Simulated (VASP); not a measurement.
Input of a VASP 6.6.1 run:

The input INCAR:

```
PREC = Accurate
ENCUT = 500
EDIFF = 1E-7
ISMEAR = -1
SIGMA = 0.1
LREAL = False
LASPH = True
NELM = 120
ALGO = Normal
ISIF = 3
LWAVE = False
LCHARG = False
GGA = PE
IBRION = 2
NSW = 60
EDIFFG = -0.03
GGA_COMPAT = False
NELMIN = 4
```

KPOINTS

```
regular mesh
0
Gamma
  16 16 16
```

The input POSCAR:

```
Cd
1.0
   -1.7550000000      1.7550000000      1.7550000000
    1.7550000000     -1.7550000000      1.7550000000
    1.7550000000      1.7550000000     -1.7550000000
Cd
1
Direct
    0.0000000000      0.0000000000      0.0000000000
```

Potentials or basis: VASP PAW PBE potentials, release 64 (Cd).

Run with:

```bash
$ cat potpaw_PBE.64/Cd/POTCAR > POTCAR
$ mpirun -np 1 vasp_std > vasp.out
```

Question: What does it give for the relaxed volume?

Answer: 23.35 Å³/atom.

Question: What does it give for the relaxed cell?

Answer: a = 3.119 Å, b = 3.119 Å, c = 3.119 Å, α = 109.47°, β = 109.47°, γ = 109.47°.

Question: What does it give for the band gap on the k mesh?

Answer: Zero (bands 6 and 7 overlap by 4.40 eV).

Question: What does it give for the space group after relaxing (to 0.1 Å)?

Answer: Im-3m (No. 229).

The path:
| step | energy change (eV) | largest force (eV/Å) | pressure (GPa) | volume (Å³) |
| --- | --- | --- | --- | --- |
| 1 | 0.0000 | 0.0000 | 4.00 | 21.62 |
| 2 | -0.0207 | 0.0000 | 0.14 | 23.35 |
